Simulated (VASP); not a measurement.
# SnSe2 (P-3m1) in VASP: single point with PBE

Aim: the single point of SnSe2 with PBE.

Program: VASP 6.6.1. These are calculated values, not measurements. Logs are shortened: lines on timing, memory, paths and dates and some standing lists are left out, and cuts for length are marked.

### Step 1. The cell of the first run

The structure is trigonal, space group P-3m1 (No. 164). The conventional cell has a = 3.811 Å, b = 3.811 Å, c = 6.136 Å, α = 90.00°, β = 90.00°, γ = 120.00°. Sn (site symmetry -3m) has 6 Se at 2.68 Å within 3.5 Å. Se (site symmetry 3m) has 3 Sn at 2.68 Å within 3.5 Å.

### Step 2. Single point, PBE

INCAR reads:

```
PREC = Accurate
ENCUT = 520
EDIFF = 1E-6
ISMEAR = 0
SIGMA = 0.01
LREAL = F
LASPH = T
NELM = 60
ALGO = Normal
ISIF = 2
LWAVE = F
LCHARG = F
GGA = PE
NBANDS = 20
```

KPOINTS reads:

```
Automatic mesh
0
Gamma
  6 6 4
```

POSCAR reads:

```
SnSe2
1.0
    3.8110000000      0.0000000000      0.0000000000
   -1.9055000000      3.3004228100      0.0000000000
    0.0000000000      0.0000000000      6.1360000000
Sn Se
1 2
Direct
    0.0000000000      0.0000000000      0.0000000000
    0.3333333343      0.6666666687      0.2490000000
    0.6666666672      0.3333333343      0.7510000000
```

Potentials or basis: VASP PAW PBE potentials, release 64 (Sn_d, Se).

Run with:

```sh
cat potpaw_PBE.64/Sn_d/POTCAR potpaw_PBE.64/Se/POTCAR > POTCAR
mpirun -np 1 vasp_std > vasp.out
```

OUTCAR:

```text
PREC = Accurate
   ENCUT = 520
   EDIFF = 1E-6
   ISMEAR = 0
   LREAL = F
   LASPH = T
   NELM = 60
   ISIF = 2
   GGA = PE

 ion  position               nearest neighbor table
   1  0.000  0.000  0.000-   3 2.68   2 2.68   2 2.68   3 2.68   3 2.68   2 2.68
   2  0.333  0.667  0.249-   1 2.68   1 2.68   1 2.68
   3  0.667  0.333  0.751-   1 2.68   1 2.68   1 2.68

  LATTYP: Found a hexagonal cell.
 ALAT       =     3.8110000000
 C/A-ratio  =     1.6100760955

  Lattice vectors:

 A1 = (   3.8110000000,   0.0000000000,   0.0000000000)
 A2 = (  -1.9055000000,   3.3004228100,   0.0000000000)
 A3 = (   0.0000000000,   0.0000000000,   6.1360000000)

Analysis of symmetry for initial positions (statically):
=====================================================================
 Subroutine PRICEL returns:
 Original cell was already a primitive cell.

 Routine SETGRP: Setting up the symmetry group for a
 hexagonal supercell.

 Subroutine GETGRP returns: Found 12 space group operations
 (whereof 12 operations were pure point group operations)
 out of a pool of 24 trial point group operations.

The static configuration has the point symmetry D_3d.

Analysis of symmetry for dynamics (positions and initial velocities):
=====================================================================
 Subroutine PRICEL returns:
 Original cell was already a primitive cell.

 Routine SETGRP: Setting up the symmetry group for a
 hexagonal supercell.

 Subroutine GETGRP returns: Found 12 space group operations
 (whereof 12 operations were pure point group operations)
 out of a pool of 24 trial point group operations.

The dynamic configuration has the point symmetry D_3d.

 Subroutine INISYM returns: Found 12 space group operations
 (whereof 12 operations are pure point group operations),
 and found     1 'primitive' translations

----------------------------------------------------------------------------------------

                                     Primitive cell

  volume of cell :      77.1781

  direct lattice vectors                    reciprocal lattice vectors
     3.811000000  0.000000000  0.000000000     0.262398321  0.151495741  0.000000000
    -1.905500000  3.300422810  0.000000000     0.000000000  0.302991482  0.000000000
     0.000000000  0.000000000  6.136000000     0.000000000  0.000000000  0.162972621

  length of vectors
     3.811000000  3.810999997  6.136000000     0.302991482  0.302991482  0.162972621

  position of ions in fractional coordinates (direct lattice)
     0.000000000  0.000000000  0.000000000
     0.333333334  0.666666669  0.249000000
     0.666666667  0.333333334  0.751000000

  ion indices of the primitive-cell ions
   primitive index   ion index
                 1           1
                 2           2
                 3           3

----------------------------------------------------------------------------------------

 KPOINTS: Automatic mesh

Automatic generation of k-mesh.
 Grid dimensions read from file:
 generate k-points for:    6    6    4

 Generating k-lattice:

  Cartesian coordinates                     Fractional coordinates (reciprocal lattice)
     0.043733053  0.025249290  0.000000000     0.166666667  0.000000000  0.000000000
     0.000000000  0.050498580  0.000000000     0.000000000  0.166666667  0.000000000
     0.000000000  0.000000000  0.040743155     0.000000000  0.000000000  0.250000000

  Length of vectors
     0.050498580  0.050498580  0.040743155

  Shift w.r.t. Gamma in fractional coordinates (k-lattice)
     0.000000000  0.000000000  0.000000000

 Subroutine IBZKPT returns following result:
 ===========================================

 Found     24 irreducible k-points:

 Following reciprocal coordinates:
            Coordinates               Weight
  0.000000  0.000000  0.000000      1.000000
  0.166667 -0.000000  0.000000      6.000000
  0.333333 -0.000000  0.000000      6.000000
  0.500000 -0.000000  0.000000      3.000000
  0.166667  0.166667  0.000000      6.000000
  0.333333  0.166667  0.000000     12.000000
[... 16 lines left out ...]
  0.333333  0.166667  0.500000     12.000000
  0.333333  0.333333  0.500000      2.000000
   k-points           NKPTS =     24   k-points in BZ     NKDIM =     24   number of bands    NBANDS=     20
   number of dos      NEDOS =    301   number of ions     NIONS =      3
   total plane-waves  NPLWV =  37632
   dimension x,y,z NGX =    28 NGY =   28 NGZ =   48
   dimension x,y,z NGXF=    56 NGYF=   56 NGZF=   96
   ions per type =               1   2
   NGX,Y,Z   is equivalent  to a cutoff of  12.21, 12.21, 13.00 a.u.
   NGXF,Y,Z  is equivalent  to a cutoff of  24.43, 24.43, 26.01 a.u.
 SYSTEM =  unknown system
   PREC   = accura    normal or accurate (medium, high low for compatibility)
   ISTART =      0    job   : 0-new  1-cont  2-samecut
   ICHARG =      2    charge: 1-file 2-atom 10-const
   ISPIN  =      1    spin polarized calculation?
   LNONCOLLINEAR =      F non collinear calculations
   LSORBIT =      F    spin-orbit coupling
   LASPH  =      T    aspherical Exc in radial PAW
   ENCUT  =  520.0 eV  38.22 Ry    6.18 a.u.   7.09  7.09 11.41*2*pi/ulx,y,z
   NELM   =     60;   NELMIN=  2; NELMDL= -5     # of ELM steps
   EDIFF  = 0.1E-05   stopping-criterion for ELM
   LREAL  =      F    real-space projection
   EDIFFG = 0.1E-04   stopping-criterion for IOM
   NSW    =      0    number of steps for IOM
   IBRION =     -1    ionic relax: 0-MD 1-quasi-New 2-CG
   NFREE  =      0    steps in history (QN), initial steepest desc. (CG)
   ISIF   =      2    stress and relaxation
   ISYM   =      2    0-nonsym 1-usesym 2-fastsym
   POTIM  = 0.5000    time-step for ionic-motion
   TEBEG  =    0.0;   TEEND  =   0.0 temperature during run
   PSTRESS=    0.0 pullay stress
   NELECT =      26.0000    total number of electrons
   NUPDOWN=      -1.0000    fix difference up-down
   EMIN   =  10.00;   EMAX   =-10.00  energy-range for DOS
   EFERMI =   0.00;   METHOD = LEGACY
   ISMEAR =     0;   SIGMA  =   0.01  broadening in eV -4-tet -1-fermi 0-gaus
   EFERMI_NEDOS =   21; number of points for ismear=-14 and -15
   IALGO  =     38    algorithm
   IMIX   =      4    mixing-type and parameters
     AMIX     =   0.40;   BMIX     =  1.00
     AMIX_MAG =   1.60;   BMIX_MAG =  1.00
  volume/ion in A,a.u.               =      25.73       173.61
  Fermi-wavevector in a.u.,A,eV,Ry     =   1.139116  2.152617 17.654722  1.297585
  Thomas-Fermi vector in A             =   2.275820
   LORBIT       =      0    0 simple, 1 ext, 2 COOP (PROOUT), +10 PAW based schemes
   GGA     = PE    functional components
   LHFCALC =     F    Hartree Fock is set to
   AEXX    =    0.0000 exact exchange contribution
   IVDW    =     0    specifies the selected vdW correction
   LEPSILON=     F    determine dielectric tensor
   LRPA    =     F    only Hartree local field effects (RPA)
 non-spin polarized calculation
 Gauss-broadening in eV      SIGMA  =   0.01
  energy-cutoff  :      520.00
  volume of cell :       77.18
 maximum number of plane-waves:      2109
   NGX = 15   NGY = 15   NGZ = 23

 number of electron      26.0000006 magnetization

 Free energy of the ion-electron system (eV)
  ---------------------------------------------------
  ext. energy  EPLUGINS =         0.00000000
  ---------------------------------------------------
  free energy    TOTEN  =       -11.73726331 eV

  energy without entropy =      -11.73726331  energy(sigma->0) =      -11.73726331

 E-fermi :   4.2376     XC(G=0):  -9.4534

 val. band max:        4.1708087220   @ k =   0.0000   0.0000   0.0000
 cond. band min:       4.9858932164   @ k =   0.5000  -0.0000   0.2500
 fundamental gap:      0.8150844944
 Fermi energy:         4.2376019050

 k-point     1 :       0.0000    0.0000    0.0000
  band No.  band energies     occupation
      1     -17.0980      2.00000
      2     -17.0980      2.00000
      3     -17.0600      2.00000
      4     -17.0445      2.00000
      5     -17.0445      2.00000
      6      -9.8266      2.00000
[... 12 lines left out ...]
     19      13.1124      0.00000
     20      13.1124      0.00000

 k-point     2 :       0.1667   -0.0000    0.0000
  band No.  band energies     occupation
      1     -17.1121      2.00000
      2     -17.0896      2.00000
      3     -17.0542      2.00000
      4     -17.0479      2.00000
      5     -17.0417      2.00000
      6      -9.5508      2.00000
[... 12 lines left out ...]
     19      12.4450      0.00000
     20      13.3778      0.00000

 k-point     3 :       0.3333   -0.0000    0.0000
  band No.  band energies     occupation
      1     -17.1432      2.00000
      2     -17.0803      2.00000
      3     -17.0625      2.00000
      4     -17.0315      2.00000
      5     -17.0286      2.00000
      6      -8.8112      2.00000
[... 12 lines left out ...]
     19      13.1156      0.00000
     20      13.9723      0.00000

 k-point     4 :       0.5000   -0.0000    0.0000
  band No.  band energies     occupation
      1     -17.1593      2.00000
      2     -17.0789      2.00000
      3     -17.0672      2.00000
      4     -17.0223      2.00000
      5     -17.0187      2.00000
      6      -8.1628      2.00000
[... 12 lines left out ...]
     19      14.1817      0.00000
     20      14.8216      0.00000

 k-point     5 :       0.1667    0.1667    0.0000
  band No.  band energies     occupation
      1     -17.1284      2.00000
      2     -17.0882      2.00000
      3     -17.0541      2.00000
      4     -17.0462      2.00000
      5     -17.0291      2.00000
      6      -9.0369      2.00000
[... 12 lines left out ...]
     19      11.1840      0.00000
     20      14.3628      0.00000
[... 353 lines left out ...]
      6      -8.0677      2.00000
[... 12 lines left out ...]
     19      14.0406      0.00000
     20      14.9205      0.00000

 k-point    22 :       0.1667    0.1667    0.5000
  band No.  band energies     occupation
      1     -17.1286      2.00000
      2     -17.0883      2.00000
      3     -17.0542      2.00000
      4     -17.0462      2.00000
      5     -17.0291      2.00000
      6      -8.8833      2.00000
[... 12 lines left out ...]
     19      12.2145      0.00000
     20      13.3433      0.00000

 k-point    23 :       0.3333    0.1667    0.5000
  band No.  band energies     occupation
      1     -17.1442      2.00000
      2     -17.0916      2.00000
      3     -17.0581      2.00000
      4     -17.0323      2.00000
      5     -17.0210      2.00000
      6      -8.1342      2.00000
[... 12 lines left out ...]
     19      12.6232      0.00000
     20      13.8335      0.00000

 k-point    24 :       0.3333    0.3333    0.5000
  band No.  band energies     occupation
      1     -17.1202      2.00000
      2     -17.1202      2.00000
      3     -17.0406      2.00000
      4     -17.0406      2.00000
      5     -17.0265      2.00000
      6      -7.6797      2.00000
[... 12 lines left out ...]
     19      13.1683      0.00000
     20      13.2465      0.00000

------------------------ aborting loop because EDIFF is reached ----------------------------------------

  FORCE on cell =-STRESS in cart. coord.  units (eV):
  Direction    XX          YY          ZZ          XY          YZ          ZX
  --------------------------------------------------------------------------------------
  -------------------------------------------------------------------------------------
  Total        2.5082040      2.5082040      3.1646074      0.0000000      0.0000000      0.0000000
  in kB       52.0690389     52.0690388     65.6956396      0.0000000      0.0000000      0.0000000
  external PRESSURE =      56.6112391 kB  Pullay stress =       0.0000000 kB

 VOLUME and BASIS-vectors are now :
 -----------------------------------------------------------------------------
  energy-cutoff  :      520.00
  volume of cell :       77.18
      direct lattice vectors                 reciprocal lattice vectors
     3.811000000  0.000000000  0.000000000     0.262398321  0.151495741  0.000000000
    -1.905500000  3.300422810  0.000000000     0.000000000  0.302991482  0.000000000
     0.000000000  0.000000000  6.136000000     0.000000000  0.000000000  0.162972621

 POSITION                                       TOTAL-FORCE (eV/Angst)
 -----------------------------------------------------------------------------------
      0.00000      0.00000      0.00000        -0.000000     -0.000000      0.000000
     -0.00000      2.20028      1.52786        -0.000000     -0.000000      0.796016
      1.90550      1.10014      4.60814         0.000000      0.000000     -0.796016
 -----------------------------------------------------------------------------------
    total drift:                                0.000000     -0.000003      0.000000

  FREE ENERGIE OF THE ION-ELECTRON SYSTEM (eV)
  ---------------------------------------------------
  free  energy   TOTEN  =       -11.7372633074 eV

  energy  without entropy=      -11.7372633074  energy(sigma->0) =      -11.73726331
```

Wall time 26 s (1 thread of Intel Xeon Platinum 8488C (Sapphire Rapids), shared host); peak memory 0.2 GiB.

What came out:

* Free energy: -11.7373 eV
* Pressure: 5.7 GPa
* Largest force: 0.796 eV/Å
* Band gap on the k mesh: 0.82 eV, indirect (least direct gap 1.09 eV)

Forces in eV/Å, atoms in the order of the input:
```
Sn   0.000  0.000  0.000
Se   0.000  0.000  0.796
Se   0.000  0.000 -0.796
```

Caveat: spin-orbit coupling is left out, which moves the levels of the heavy elements; this functional lacks dispersion, which binds the layers, so the pressure and a relaxed spacing across them are unreliable. A k mesh can miss the band edges.
